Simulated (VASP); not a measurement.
# Mg5TlO4: relaxation of cell and atoms with PBE

Crystal: Mg5TlO4.

```
Mg Tl O
1.0
     3.30537    0.00000    0.00000
     0.00000    3.30537    0.00000
     0.00000    0.00000   16.59016
Mg Tl O
5 1 4
Direct
  0.50000 0.50000 0.10162
  0.50000 0.50000 0.30024
  0.50000 0.50000 0.50000
  0.50000 0.50000 0.69976
  0.50000 0.50000 0.89838
  0.00000 0.00000 0.00000
  0.00000 0.00000 0.19996
  0.00000 0.00000 0.40035
  0.00000 0.00000 0.59965
  0.00000 0.00000 0.80004
```

The cell was generated, and may not be a known phase.

```json
{
 "Program": "VASP 6.6.1",
 "Task": "relaxation of cell and atoms",
 "Functional": "PBE",
 "Potentials or basis": "VASP PAW PBE potentials, release 64 (Mg, Tl_d, O)",
 "Cutoff": "600 eV",
 "k mesh": "6 × 6 × 1",
 "Occupations": "gaussian, width 0.1 eV",
 "Spin": "no spin polarisation",
 "Dipole correction": "no",
 "Further INCAR settings": "ALGO = Normal; EDIFF = 1e-06; IBRION = 2; EDIFFG = -0.04; NSW = 90; ISIF = 3"
}
```

```
Relaxed volume                        : 12.31 Å³/atom
Relaxed cell                          : a = 2.791 Å, b = 2.791 Å, c = 15.808 Å, α = 90.00°, β = 90.00°, γ = 90.00°
Space group after relaxing (to 0.1 Å) : P4/mmm (No. 123)
Energy gained by relaxing             : 766.5 meV/atom
Ionic steps                           : 28
Pressure after relaxing               : -0.2 GPa
Largest force after relaxing          : 0.036 eV/Å
Band gap on the k mesh                : zero (an odd number of electrons rules out a gap without spin polarisation)
```

Forces in eV/Å, atoms in the order of the input:
```
Mg   0.000  0.000 -0.029
Mg   0.000  0.000 -0.003
Mg   0.000  0.000  0.000
Mg   0.000  0.000  0.003
Mg   0.000  0.000  0.029
Tl   0.000  0.000  0.000
O    0.000  0.000 -0.036
O    0.000  0.000  0.035
O    0.000  0.000 -0.035
O    0.000  0.000  0.036
```

Stress tensor (GPa, compression positive):
```
-0.16  0.00  0.00
 0.00 -0.16  0.00
 0.00  0.00 -0.26
```

The path:
```
step  energy change (eV)  largest force (eV/Å)  pressure (GPa)  volume (Å³)
   1              0.0000                2.9148          -14.91       181.25
   2             -3.9255                3.4014           -7.12       140.51
   3             -4.6659                3.5790            5.82       120.59
   4             -5.9882                1.9715            9.00       115.56
   5             -6.0667                2.3452           11.89       113.31
   6             -7.1299                1.0516           -2.04       127.60
   7             -7.1504                0.9138           -3.58       130.02
   8             -7.3449                0.2874           -0.88       126.54
   9             -7.3532                0.3544           -0.11       125.67
  10             -7.3918                0.2742            0.90       124.65
  11             -7.4087                0.3766            2.66       122.96
  12             -7.4268                0.3922            2.30       123.39
  13             -7.4668                0.4069            1.48       124.70
  14             -7.4773                0.4866            0.09       127.33
  15             -7.4861                0.4271            0.70       126.19
  16             -7.5132                0.3676           -0.13       126.92
  17             -7.5215                0.3196           -0.87       127.62
  18             -7.5356                0.3107           -0.77       127.08
  19             -7.5754                0.3415           -0.46       125.47
  20             -7.6134                0.6353            0.86       122.28
  21             -7.6155                0.5842            0.35       123.15
  22             -7.6276                0.5180            0.46       122.86
  23             -7.6475                0.3396            0.82       122.02
  24             -7.6491                0.3114            0.94       121.72
  25             -7.6570                0.2325            0.52       122.21
  26             -7.6643                0.0697           -0.32       123.27
  27             -7.6643                0.0619           -0.37       123.33
  28             -7.6650                0.0363           -0.19       123.11
```

Final structure:
```xyz
10
Lattice="2.7907 0.0000 0.0000 0.0000 2.7907 0.0000 0.0000 0.0000 15.8076" Properties=species:S:1:pos:R:3 pbc="T T T"
Mg    1.3953    1.3953    2.5682
Mg    1.3953    1.3953    5.2340
Mg    1.3953    1.3953    7.9038
Mg    1.3953    1.3953   10.5736
Mg    1.3953    1.3953   13.2394
Tl    0.0000    0.0000    0.0000
O     0.0000    0.0000    3.7945
O     0.0000    0.0000    6.5317
O     0.0000    0.0000    9.2759
O     0.0000    0.0000   12.0131
```

Levels at points of the mesh, in eV from the Fermi level:
```
           k point  band 21  band 22  band 23  band 24  band 25  band 26  band 27  band 28
(0.00, 0.00, 0.00)    -3.71    -3.64    -3.64    -1.88    -0.01     0.03     2.15     2.38
(0.50, 0.00, 0.00)    -3.45    -3.29    -3.21    -1.02     0.35     1.55     2.52     2.90
(0.50, 0.50, 0.00)    -3.38    -0.65    -0.65    -0.54     1.22     1.78     2.49     3.24
```

Wall time 12 min on 1 thread of AMD EPYC 9R45 96-Core Processor (Zen 5) (shared host), peak memory 0.35 GiB.

Caveat: the k points lie up to 0.40 Å⁻¹ apart in the final cell, too coarse for converged energies and pressures of a metal; the volume moved by over 15 % at a fixed basis, so the end points are rough; spin-orbit coupling is left out, which moves the levels of the heavy elements; an odd number of electrons without spin polarisation forces a metal; a magnetic or distorted state may lie lower.
